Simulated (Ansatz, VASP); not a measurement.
TaN in VASP and in Ansatz

```
Ta N
1.0
     2.88750    0.00000    0.00000
    -1.44375    2.50065    0.00000
     0.00000    0.00000    2.87074
Ta N
1 1
Cartesian
  0.0000 1.6671 1.4354
  0.0000 0.0000 0.0000
```

Alike in both runs: task single point; functional PBEsol; k mesh 18 × 18 × 16; occupations gaussian, width 0.15 eV; no spin polarisation.

|  | VASP | Ansatz |
| --- | --- | --- |
| version | VASP 6.6.1 | Ansatz 0.2.0 |
| potentials or method | VASP PAW PBE potentials, release 64 (Ta_sv_GW, N), cutoff 700 eV | scalar-relativistic, plane waves, PAW |
| valence electrons in the cell | 18 | 18 |

```csv
,VASP,Ansatz,Ansatz less VASP
gap on the k mesh at the Fermi level (eV),none,none,-
pressure (GPa),9.4,9.3,-0.06
"traceless stress, the component that is largest in VASP (GPa)",-4.88,-5.00,-0.120
```

VASP's potentials were made for PBE, not for PBEsol. A gap of «none» marks a metal or a gap that the smearing closes.

Spin-orbit coupling is off throughout.
